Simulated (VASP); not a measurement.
# P (Fm-3m) in VASP: further runs

Runs on P. Level: LDA. Tasks: single point.

Program: VASP 6.6.1. These are calculated values, not measurements. Logs are shortened: lines on timing, memory, paths and dates and some standing lists are left out, and cuts for length are marked.

**1. The cell of the first run**

The structure is cubic, space group Fm-3m (No. 225). The conventional cell has a = 3.215 Å, b = 3.215 Å, c = 3.215 Å, α = 90.00°, β = 90.00°, γ = 90.00°. Within 3.0 Å of P (site symmetry m-3m) lie 12 P at 2.27 Å.

**2. Single point, LDA (volume scaled by 0.6)**

INCAR reads:

```
SYSTEM = P
PREC = Accurate
ENCUT = 520
EDIFF = 1E-7
ISMEAR = -1
SIGMA = 0.1
LREAL = .FALSE.
LASPH = .TRUE.
NELM = 80
ALGO = Normal
ISIF = 2
LWAVE = .FALSE.
LCHARG = .FALSE.
NBANDS = 8
```

KPOINTS reads:

```
regular mesh
0
G
  17 17 17
  0 0 0
```

POSCAR reads:

```
P
1.0
    0.0000000000      1.6076108489      1.6076108489
    1.6076108489      0.0000000000      1.6076108489
    1.6076108489      1.6076108489      0.0000000000
P
1
Direct
    0.0000000000      0.0000000000      0.0000000000
```

Potentials or basis: VASP PAW LDA potentials, release 64 (P).

The run is started by

```sh
$ cat potpaw_LDA.64/P/POTCAR > POTCAR
$ mpirun -np 1 vasp_std > vasp.out
```

OUTCAR:

```text
SYSTEM = P
   PREC = Accurate
   ENCUT = 520
   EDIFF = 1E-7
   ISMEAR = -1
   LREAL = .FALSE.
   LASPH = .TRUE.
   NELM = 80
   ISIF = 2

 ion  position               nearest neighbor table
   1  0.000  0.000  0.000-

  LATTYP: Found a face centered cubic cell.
 ALAT       =     3.2152216978

  Lattice vectors:

 A1 = (   0.0000000000,   1.6076108489,   1.6076108489)
 A2 = (   1.6076108489,   0.0000000000,   1.6076108489)
 A3 = (   1.6076108489,   1.6076108489,   0.0000000000)

Analysis of symmetry for initial positions (statically):
=====================================================================
 Subroutine PRICEL returns:
 Original cell was already a primitive cell.

 Routine SETGRP: Setting up the symmetry group for a
 face centered cubic supercell.

 Subroutine GETGRP returns: Found 48 space group operations
 (whereof 48 operations were pure point group operations)
 out of a pool of 48 trial point group operations.

The static configuration has the point symmetry O_h .

Analysis of symmetry for dynamics (positions and initial velocities):
=====================================================================
 Subroutine PRICEL returns:
 Original cell was already a primitive cell.

 Routine SETGRP: Setting up the symmetry group for a
 face centered cubic supercell.

 Subroutine GETGRP returns: Found 48 space group operations
 (whereof 48 operations were pure point group operations)
 out of a pool of 48 trial point group operations.

The dynamic configuration has the point symmetry O_h .

 Subroutine INISYM returns: Found 48 space group operations
 (whereof 48 operations are pure point group operations),
 and found     1 'primitive' translations

----------------------------------------------------------------------------------------

                                     Primitive cell

  volume of cell :       8.3095

  direct lattice vectors                    reciprocal lattice vectors
     0.000000000  1.607610849  1.607610849    -0.311020544  0.311020544  0.311020544
     1.607610849  0.000000000  1.607610849     0.311020544 -0.311020544  0.311020544
     1.607610849  1.607610849  0.000000000     0.311020544  0.311020544 -0.311020544

  length of vectors
     2.273505066  2.273505066  2.273505066     0.538703384  0.538703384  0.538703384

  position of ions in fractional coordinates (direct lattice)
     0.000000000  0.000000000  0.000000000

  ion indices of the primitive-cell ions
   primitive index   ion index
                 1           1

----------------------------------------------------------------------------------------

 KPOINTS: regular mesh

Automatic generation of k-mesh.
 Grid dimensions read from file:
 generate k-points for:   17   17   17

 Generating k-lattice:

  Cartesian coordinates                     Fractional coordinates (reciprocal lattice)
    -0.018295326  0.018295326  0.018295326     0.058823529  0.000000000  0.000000000
     0.018295326 -0.018295326  0.018295326     0.000000000  0.058823529  0.000000000
     0.018295326  0.018295326 -0.018295326     0.000000000  0.000000000  0.058823529

  Length of vectors
     0.031688434  0.031688434  0.031688434

  Shift w.r.t. Gamma in fractional coordinates (k-lattice)
     0.000000000  0.000000000  0.000000000

 Subroutine IBZKPT returns following result:
 ===========================================

 Found    165 irreducible k-points:

 Following reciprocal coordinates:
            Coordinates               Weight
  0.000000  0.000000  0.000000      1.000000
  0.058824  0.000000  0.000000      8.000000
  0.117647  0.000000  0.000000      8.000000
  0.176471  0.000000  0.000000      8.000000
  0.235294  0.000000  0.000000      8.000000
  0.294118  0.000000  0.000000      8.000000
[... 16 lines left out ...]
 -0.176471  0.058824  0.000000     24.000000
 -0.117647  0.058824  0.000000     24.000000
 [... further k-points ...]
   k-points           NKPTS =    165   k-points in BZ     NKDIM =    165   number of bands    NBANDS=      8
   number of dos      NEDOS =    301   number of ions     NIONS =      1
   total plane-waves  NPLWV =   5832
   dimension x,y,z NGX =    18 NGY =   18 NGZ =   18
   dimension x,y,z NGXF=    36 NGYF=   36 NGZF=   36
   ions per type =               1
   NGX,Y,Z   is equivalent  to a cutoff of  13.16, 13.16, 13.16 a.u.
   NGXF,Y,Z  is equivalent  to a cutoff of  26.32, 26.32, 26.32 a.u.
 SYSTEM =  P
   PREC   = accura    normal or accurate (medium, high low for compatibility)
   ISTART =      0    job   : 0-new  1-cont  2-samecut
   ICHARG =      2    charge: 1-file 2-atom 10-const
   ISPIN  =      1    spin polarized calculation?
   LNONCOLLINEAR =      F non collinear calculations
   LSORBIT =      F    spin-orbit coupling
   LASPH  =      T    aspherical Exc in radial PAW
   ENCUT  =  520.0 eV  38.22 Ry    6.18 a.u.   4.23  4.23  4.23*2*pi/ulx,y,z
   NELM   =     80;   NELMIN=  2; NELMDL= -5     # of ELM steps
   EDIFF  = 0.1E-06   stopping-criterion for ELM
   LREAL  =      F    real-space projection
   EDIFFG = 0.1E-05   stopping-criterion for IOM
   NSW    =      0    number of steps for IOM
   IBRION =     -1    ionic relax: 0-MD 1-quasi-New 2-CG
   NFREE  =      0    steps in history (QN), initial steepest desc. (CG)
   ISIF   =      2    stress and relaxation
   ISYM   =      2    0-nonsym 1-usesym 2-fastsym
   POTIM  = 0.5000    time-step for ionic-motion
   TEBEG  =    0.0;   TEEND  =   0.0 temperature during run
   PSTRESS=    0.0 pullay stress
   NELECT =       5.0000    total number of electrons
   NUPDOWN=      -1.0000    fix difference up-down
   EMIN   =  10.00;   EMAX   =-10.00  energy-range for DOS
   EFERMI =   0.00;   METHOD = LEGACY
   ISMEAR =    -1;   SIGMA  =   0.10  broadening in eV -4-tet -1-fermi 0-gaus
   EFERMI_NEDOS =   21; number of points for ismear=-14 and -15
   IALGO  =     38    algorithm
   IMIX   =      4    mixing-type and parameters
     AMIX     =   0.40;   BMIX     =  1.00
     AMIX_MAG =   1.60;   BMIX_MAG =  1.00
  volume/ion in A,a.u.               =       8.31        56.08
  Fermi-wavevector in a.u.,A,eV,Ry     =   1.382104  2.611797 25.989987  1.910210
  Thomas-Fermi vector in A             =   2.506826
   LORBIT       =      0    0 simple, 1 ext, 2 COOP (PROOUT), +10 PAW based schemes
   GGA     = CA    functional components
   LHFCALC =     F    Hartree Fock is set to
   AEXX    =    0.0000 exact exchange contribution
   IVDW    =     0    specifies the selected vdW correction
   LEPSILON=     F    determine dielectric tensor
   LRPA    =     F    only Hartree local field effects (RPA)
 non-spin polarized calculation
  energy-cutoff  :      520.00
  volume of cell :        8.31
 maximum number of plane-waves:       234
 NGX is ok and might be reduce to    18
   NGX =  9   NGY =  9   NGZ =  9

 number of electron       5.0000000 magnetization

 Free energy of the ion-electron system (eV)
  ---------------------------------------------------
  ext. energy  EPLUGINS =         0.00000000
  ---------------------------------------------------
  free energy    TOTEN  =        -3.68933419 eV

  energy without entropy =       -3.68058276  energy(sigma->0) =       -3.68495847

 E-fermi :  19.8239     XC(G=0): -14.0804

 val. band max:       19.7814390822   @ k =   0.4118   0.3529   0.0000
 cond. band min:      19.8964716449   @ k =  -0.4118   0.2353   0.0588
 fundamental gap:      0.1150325627
 Fermi energy:        19.8239356497

 k-point     1 :       0.0000    0.0000    0.0000
  band No.  band energies     occupation
      1      -3.7332      2.00000
      2      32.5011      0.00000
      3      32.5011      0.00000
      4      32.5011      0.00000
      5      33.2632      0.00000
      6      33.2632      0.00000
      7      33.2632      0.00000
      8      40.5159      0.00000

 k-point     2 :       0.0588    0.0000    0.0000
  band No.  band energies     occupation
      1      -3.5901      2.00000
      2      29.6878      0.00000
      3      31.6007      0.00000
      4      31.6007      0.00000
      5      34.3570      0.00000
      6      34.3570      0.00000
      7      34.9095      0.00000
      8      41.6944      0.00000

 k-point     3 :       0.1176    0.0000    0.0000
  band No.  band energies     occupation
      1      -3.1615      2.00000
      2      26.1643      0.00000
      3      30.6247      0.00000
      4      30.6247      0.00000
      5      35.5568      0.00000
      6      35.8045      0.00000
      7      35.8045      0.00000
      8      40.4053      0.00000

 k-point     4 :       0.1765    0.0000    0.0000
  band No.  band energies     occupation
      1      -2.4491      2.00000
      2      22.6261      0.00000
      3      29.8666      0.00000
      4      29.8666      0.00000
      5      35.6527      0.00000
      6      36.5180      0.00000
      7      36.5180      0.00000
      8      39.8345      0.00000

 k-point     5 :       0.2353    0.0000    0.0000
  band No.  band energies     occupation
      1      -1.4558      2.00000
      2      19.2094      1.99572
      3      29.3406      0.00000
      4      29.3406      0.00000
      5      35.5454      0.00000
      6      35.5454      0.00000
      7      35.6351      0.00000
      8      41.2520      0.00000

 k-point     6 :       0.2941    0.0000    0.0000
  band No.  band energies     occupation
      1      -0.1854      2.00000
      2      15.9709      2.00000
      3      29.0461      0.00000
      4      29.0461      0.00000
      5      34.1365      0.00000
      6      34.1365      0.00000
      7      35.6729      0.00000
      8      42.0151      0.00000

 k-point     7 :       0.3529    0.0000    0.0000
  band No.  band energies     occupation
      1       1.3571      2.00000
      2      12.9397      2.00000
      3      28.9737      0.00000
      4      28.9737      0.00000
      5      32.8327      0.00000
      6      32.8327      0.00000
      7      35.8365      0.00000
      8      40.5969      0.00000

 k-point     8 :       0.4118    0.0000    0.0000
  band No.  band energies     occupation
      1       3.1661      2.00000
      2      10.1337      2.00000
      3      29.0931      0.00000
      4      29.0931      0.00000
      5      31.7714      0.00000
      6      31.7714      0.00000
      7      36.1332      0.00000
      8      39.4253      0.00000

 k-point     9 :       0.4706    0.0000    0.0000
  band No.  band energies     occupation
      1       5.2333      2.00000
      2       7.5668      2.00000
      3      29.2939      0.00000
      4      29.2939      0.00000
      5      31.0944      0.00000
      6      31.0944      0.00000
      7      36.4507      0.00000
      8      38.6597      0.00000

 k-point    10 :       0.0588    0.0588    0.0000
  band No.  band energies     occupation
      1      -3.5425      2.00000
      2      30.3081      0.00000
      3      30.3081      0.00000
      4      31.4573      0.00000
      5      32.9137      0.00000
      6      35.7114      0.00000
      7      35.7114      0.00000
      8      40.4922      0.00000
[... 78 lines left out ...]
 k-point    18 :      -0.4706    0.0588    0.0000
  band No.  band energies     occupation
      1       6.0912      2.00000
      2       6.8944      2.00000
      3      27.3518      0.00000
      4      28.3293      0.00000
      5      31.1871      0.00000
      6      32.2322      0.00000
      7      37.3032      0.00000
      8      39.9012      0.00000

 k-point    19 :      -0.4118    0.0588    0.0000
  band No.  band energies     occupation
      1       3.9495      2.00000
      2       9.3685      2.00000
      3      26.8396      0.00000
      4      29.0678      0.00000
      5      31.8208      0.00000
      6      32.0293      0.00000
      7      37.0167      0.00000
      8      40.4547      0.00000

 k-point    20 :      -0.3529    0.0588    0.0000
  band No.  band energies     occupation
      1       2.0545      2.00000
      2      12.0932      2.00000
      3      26.5570      0.00000
      4      29.8593      0.00000
      5      31.8299      0.00000
      6      33.1173      0.00000
      7      36.7019      0.00000
      8      41.4310      0.00000

 k-point    21 :      -0.2941    0.0588    0.0000
  band No.  band energies     occupation
      1       0.4235      2.00000
      2      15.0459      2.00000
      3      26.5134      0.00000
      4      30.4683      0.00000
      5      32.4765      0.00000
      6      34.4206      0.00000
      7      36.4884      0.00000
      8      42.5612      0.00000

 k-point    22 :      -0.2353    0.0588    0.0000
  band No.  band energies     occupation
      1      -0.9373      2.00000
      2      18.2090      2.00000
      3      26.7123      0.00000
      4      30.9286      0.00000
      5      33.6628      0.00000
      6      35.8700      0.00000
      7      36.3952      0.00000
      8      40.2219      0.00000

 k-point    23 :      -0.1765    0.0588    0.0000
  band No.  band energies     occupation
      1      -2.0228      2.00000
      2      21.5533      0.00000
      3      27.1550      0.00000
      4      31.4713      0.00000
      5      34.8406      0.00000
      6      36.3043      0.00000
      7      37.3056      0.00000
      8      38.4110      0.00000

 k-point    24 :      -0.1176    0.0588    0.0000
  band No.  band energies     occupation
      1      -2.8288      2.00000
      2      25.0159      0.00000
      3      27.8482      0.00000
      4      32.1911      0.00000
      5      34.5897      0.00000
      6      36.1236      0.00000
      7      37.6064      0.00000
      8      38.4968      0.00000

 [... further k-points ...]
[... 5 lines left out ...]
  --------------------------------------------------------------------------------------
  -------------------------------------------------------------------------------------
  Total        7.2601983      7.2601983      7.2601983     -0.0000000      0.0000000     -0.0000000
  in kB     1399.8654196   1399.8654196   1399.8654196     -0.0000000      0.0000000     -0.0000000
  external PRESSURE =    1399.8654196 kB  Pullay stress =       0.0000000 kB

 VOLUME and BASIS-vectors are now :
 -----------------------------------------------------------------------------
  energy-cutoff  :      520.00
  volume of cell :        8.31
      direct lattice vectors                 reciprocal lattice vectors
     0.000000000  1.607610849  1.607610849    -0.311020544  0.311020544  0.311020544
     1.607610849  0.000000000  1.607610849     0.311020544 -0.311020544  0.311020544
     1.607610849  1.607610849  0.000000000     0.311020544  0.311020544 -0.311020544

 POSITION                                       TOTAL-FORCE (eV/Angst)
 -----------------------------------------------------------------------------------
      0.00000      0.00000      0.00000         0.000000     -0.000000      0.000000
 -----------------------------------------------------------------------------------
    total drift:                                0.000000      0.000000     -0.000000

  FREE ENERGIE OF THE ION-ELECTRON SYSTEM (eV)
  ---------------------------------------------------
  free  energy   TOTEN  =        -3.6893341887 eV

  energy  without entropy=       -3.6805827558  energy(sigma->0) =       -3.68495847
```

It took 5.8 s on 1 thread of Intel Xeon Platinum 8488C (Sapphire Rapids), shared host; peak memory 0.11 GiB.

Results:

```yaml
Free_energy: -3.6893 eV
Pressure: 140.0 GPa
```

**3. Single point, LDA (volume scaled by 0.68)**

INCAR reads:

```
PREC = Accurate
ENCUT = 520
EDIFF = 1E-6
ISMEAR = -1
SIGMA = 0.1
LREAL = F
LASPH = T
NELM = 80
ALGO = Normal
ISIF = 2
LWAVE = F
LCHARG = F
GGA = CA
NBANDS = 8
```

KPOINTS reads:

```
Automatic mesh
0
Gamma
  17 17 17
```

POSCAR reads:

```
P
1.0
    0.0000000000      1.6761008608      1.6761008608
    1.6761008608      0.0000000000      1.6761008608
    1.6761008608      1.6761008608      0.0000000000
P
1
Direct
    0.0000000000      0.0000000000      0.0000000000
```

Potentials or basis: VASP PAW LDA potentials, release 64 (P).

The run is started by

```sh
$ cat potpaw_LDA.64/P/POTCAR > POTCAR
$ mpirun -np 1 vasp_std > vasp.out
```

Wall time 5.4 s (1 thread of Intel Xeon Platinum 8488C (Sapphire Rapids), shared host); peak memory 0.11 GiB.

It converged, with:

* Free energy: -4.4507 eV
* Pressure: 84.3 GPa

Levels at points of the mesh, in eV from the Fermi level:
| k point | band 1 | band 2 | band 3 | band 4 | band 5 |
| --- | --- | --- | --- | --- | --- |
| (0.00, 0.00, 0.00) | -21.71 | 11.56 | 11.56 | 11.56 | 12.35 |

**4. Single point, LDA (volume scaled by 0.68)**

INCAR reads:

```
SYSTEM = P
PREC     = Accurate       ! precision mode
ENCUT    = 520            ! plane-wave cutoff, eV
EDIFF    = 1E-6           ! SCF threshold, eV
ISMEAR   = -1             ! smearing method
SIGMA    = 0.1            ! smearing width, eV
LREAL    = .False.        ! projectors in reciprocal space
LASPH    = .True.         ! aspherical terms in the spheres
NELM     = 60             ! most SCF steps
ALGO     = Normal         ! electronic algorithm
ISIF     = 2              ! what is computed and relaxed
LWAVE    = .False.        ! write WAVECAR
LCHARG   = .True.         ! write CHGCAR
LELF     = .True.         ! ELF
LVHAR    = .True.       
NBANDS   = 8              ! bands
```

KPOINTS reads:

```
regular mesh
0
Gamma
  17 17 17
  0 0 0
```

POSCAR is that of step 3.

The run is started by

```sh
$ cat potpaw_LDA.64/P/POTCAR > POTCAR
$ mpirun -np 1 vasp_std > vasp.out
```

Wall time 5.7 s (1 thread of Intel Xeon Platinum 8488C (Sapphire Rapids), shared host); peak memory 0.11 GiB.

The run converged. Its results:

```yaml
Free_energy: -4.4507 eV
Pressure: 84.3 GPa
```

Levels at points of the mesh, in eV from the Fermi level:
| k point | band 1 | band 2 | band 3 | band 4 | band 5 | band 6 | band 7 |
| --- | --- | --- | --- | --- | --- | --- | --- |
| (0.00, 0.00, 0.00) | -21.71 | 11.56 | 11.56 | 11.56 | 12.35 | 12.35 | 12.35 |

**5. Single point, LDA (volume scaled by 0.76)**

INCAR reads:

```
ALGO = Normal ; EDIFF = 1E-7
ENCUT = 520 ; GGA = CA
ISIF = 2 ; ISMEAR = -1
LASPH = True ; LCHARG = False
LREAL = False ; LWAVE = False
NBANDS = 8 ; NELM = 60
PREC = Accurate ; SIGMA = 0.1
```

KPOINTS reads:

```
k-points
0
Gamma
  17 17 17
```

POSCAR reads:

```
P
1.0
    0.0000000000      1.7394089844      1.7394089844
    1.7394089844      0.0000000000      1.7394089844
    1.7394089844      1.7394089844      0.0000000000
P
1
Direct
    0.0000000000      0.0000000000      0.0000000000
```

The run is started by

```sh
$ cat potpaw_LDA.64/P/POTCAR > POTCAR
$ mpirun -np 1 vasp_std > vasp.out
```

Wall time 6.2 s (1 thread of Intel Xeon Platinum 8488C (Sapphire Rapids), shared host); peak memory 0.11 GiB.

The run converged. Its results:

| Quantity | Value |
| --- | --- |
| Free energy | -4.9029 eV |
| Pressure | 48.9 GPa |

Levels at points of the mesh, in eV from the Fermi level:
| k point | band 1 | band 2 | band 3 | band 4 | band 5 | band 6 | band 7 |
| --- | --- | --- | --- | --- | --- | --- | --- |
| (0.00, 0.00, 0.00) | -20.17 | 10.08 | 10.08 | 10.08 | 12.09 | 12.09 | 12.09 |

**6. The runs side by side**

| cell | gap on the mesh (eV) | pressure (GPa) |
| --- | --- | --- |
| a = 2.274 Å, angles 60.0°, 1 atom | none | 140.0 |
| a = 2.370 Å, angles 60.0°, 1 atom | none | 84.3 |
| a = 2.460 Å, angles 60.0°, 1 atom | none | 48.9 |

Alike in all rows: task single point; level LDA; potentials or basis VASP PAW LDA potentials, release 64 (P); no spin polarisation; k mesh 17 × 17 × 17; cutoff (eV) 520; smearing fermi-dirac 0.1 eV.

Total energies depend on the potentials used, so only differences within one code and one set of settings carry meaning.
